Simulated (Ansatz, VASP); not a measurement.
**Hf3Si2W in VASP and in Ansatz**

File INCAR:

```
  ALGO = Fast
  EDIFF = 1E-6
  EDIFFG = -0.04
  ENCUT = 600
  GGA = PE
  IBRION = 2
  ISIF = 3
  ISMEAR = 0
  LASPH = T
  LCHARG = F
  LREAL = F
  LWAVE = F
  NELM = 60
  NSW = 90
  PREC = Accurate
  SIGMA = 0.1
```

File KPOINTS:

```
k-points
0
Gamma
  6 6 2
```

File POSCAR:

```
Hf3Si2W
1.0
    3.6201707800      0.0000000000      0.0000000000
    0.0000000000      3.6201707800      0.0000000000
    0.0000000000      0.0000000000      7.9753104300
Hf Si W
3 2 1
Direct
    0.5000000000      0.5000000000      0.0000000000
    0.0000000000      0.5000000000      0.3786259900
    0.5000000000      0.0000000000      0.6213740100
    0.0000000000      0.5000000000      0.7376120100
    0.5000000000      0.0000000000      0.2623879900
    0.0000000000      0.0000000000      0.0000000000
```

Input for Ansatz:

```yaml
crystal:
  lattice:
    - [3.62017078, 0.0, 0.0]
    - [0.0, 3.62017078, 0.0]
    - [0.0, 0.0, 7.97531043]
  atoms:
    - { symbol: Hf, position: [0.5, 0.5, 0.0] }
    - { symbol: Hf, position: [0.0, 0.5, 0.37862599] }
    - { symbol: Hf, position: [0.5, 0.0, 0.62137401] }
    - { symbol: Si, position: [0.0, 0.5, 0.73761201] }
    - { symbol: Si, position: [0.5, 0.0, 0.26238799] }
    - { symbol: W, position: [0.0, 0.0, 0.0] }
basis:
  ecutwfc: 420
kpoints:
  mp_grid: { grid: [6, 6, 2] }
hamiltonian:
  xc: pbe
scf:
  occupations: { method: gaussian, width: 0.1 }
  lower_state_search: "off"
output:
  forces: true
  stress: true
  eigenvalues: true
relax:
  adjacent_minimum: "off"
  f_tol: 0.04
  max_steps: 70
  cell: { stress_tol: 0.4 }
```

Change from the starting cell: species swapped into the Zr2CuSb3 type (P-4m2, No. 115).

Alike in both runs: task relaxation of cell and atoms; functional PBE; k mesh 6 × 6 × 2; occupations gaussian, width 0.1 eV; no spin polarisation.

|  | VASP | Ansatz |
| --- | --- | --- |
| version | VASP 6.6.1 | Ansatz 0.2.0 |
| potentials or method | VASP PAW PBE potentials, release 64 (Hf_pv, Si, W_sv), cutoff 600 eV | scalar-relativistic, plane waves, PAW |
| valence electrons in the cell | 52 | 100 |

|  | VASP | Ansatz | Ansatz less VASP |
| --- | --- | --- | --- |
| gap on the k mesh at the Fermi level, each at its own relaxed structure (eV) | none | none | - |
| relaxed volume (Å³/atom) | 18.03 | 18.10 | +0.064 |
| relaxed length of the cell vector where the two differ most in proportion (Å) | 3.835 | 3.840 | +0.0053 |

A gap of «none» marks a metal or a gap that the smearing closes. VASP's potentials hold 52 valence electrons a cell and Ansatz's 100, so a difference there can come from the potentials and not from the codes.

The k mesh is coarse, so the values compare programs but aren't converged. Spin-orbit coupling is off throughout.
